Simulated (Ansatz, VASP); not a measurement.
**Cd5O2 in VASP and in Ansatz**

```
Cd O
1.0
    -1.65608    1.65608   11.69760
     1.65608   -1.65608   11.69760
     1.65608    1.65608  -11.69760
Cd O
5 2
Direct
  0.80205 0.80205 0.00000
  0.40978 0.40978 0.00000
  0.19795 0.19795 0.00000
  0.59022 0.59022 0.00000
  0.00000 0.00000 0.00000
  0.30199 0.30199 0.00000
  0.69801 0.69801 0.00000
```

Alike in both runs: functional PBE; k mesh 7 × 7 × 7; occupations gaussian, width 0.2 eV; no spin polarisation.

Ansatz relaxed the structure, and its values are those at the end. VASP's run is a single point on that final structure, the one shown.

|  | VASP | Ansatz |
| --- | --- | --- |
| version | VASP 6.6.1 | Ansatz 0.2.0 |
| potentials or method | VASP PAW PBE potentials, release 64 (Cd, O), cutoff 520 eV | scalar-relativistic, plane waves, PAW |
| valence electrons in the cell | 72 | 112 |

Ansatz gave:

```
gap on the k mesh at the Fermi level (eV) : none
pressure (GPa)                            : -0.1
rms of the force components (eV/Å)        : 0.014
```

Question: What did VASP give for the same quantities?

Answer: gap on the k mesh at the Fermi level (eV): none; pressure (GPa): 0.6; rms of the force components (eV/Å): 0.024.

A gap of «none» marks a metal or a gap that the smearing closes. The functional is the same, so the differences come from potentials, cutoffs and numerics. VASP's potentials hold 72 valence electrons a cell and Ansatz's 112, so a difference there can come from the potentials and not from the codes.

The k mesh is coarse, so the values compare programs but aren't converged.
